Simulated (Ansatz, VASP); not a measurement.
**TiO: VASP beside Ansatz**

```
CELL_PARAMETERS angstrom
4.98909 0.00000 0.00000
-2.49454 4.32068 0.00000
0.00000 0.00000 2.87331
ATOMIC_POSITIONS crystal
Ti 0.66667 0.33333 0.50000
Ti 0.33333 0.66667 0.50000
Ti 0.00000 0.00000 0.00000
O 0.60556 0.60556 0.00000
O 0.39444 0.00000 0.00000
O 0.00000 0.39444 0.00000
```

Alike in both runs: task single point; functional r2SCAN; k mesh 6 × 6 × 6; occupations gaussian, width 0.05 eV; no spin polarisation.

|  | VASP | Ansatz |
| --- | --- | --- |
| version | VASP 6.6.1 | Ansatz 0.2.0 |
| potentials or method | VASP PAW PBE potentials, release 64 (Ti_sv, O), cutoff 520 eV | scalar-relativistic, plane waves, PAW |
| valence electrons in the cell | 54 | 54 |

|  | VASP | Ansatz | Ansatz less VASP |
| --- | --- | --- | --- |
| gap on the k mesh at the Fermi level (eV) | none | none | - |
| pressure (GPa) | 0.1 | -1.5 | -1.61 |
| traceless stress, the component that is largest in VASP (GPa) | 0.32 | 0.29 | -0.028 |
| rms of the force components (eV/Å) | 0.001 | 0.011 | +0.0102 |

VASP's potentials were made for PBE, not for r2SCAN. Atom by atom the forces differ by 0.011 eV/Å (rms over components). A gap of «none» marks a metal or a gap that the smearing closes.

The k mesh is coarse, so the values compare programs but aren't converged.
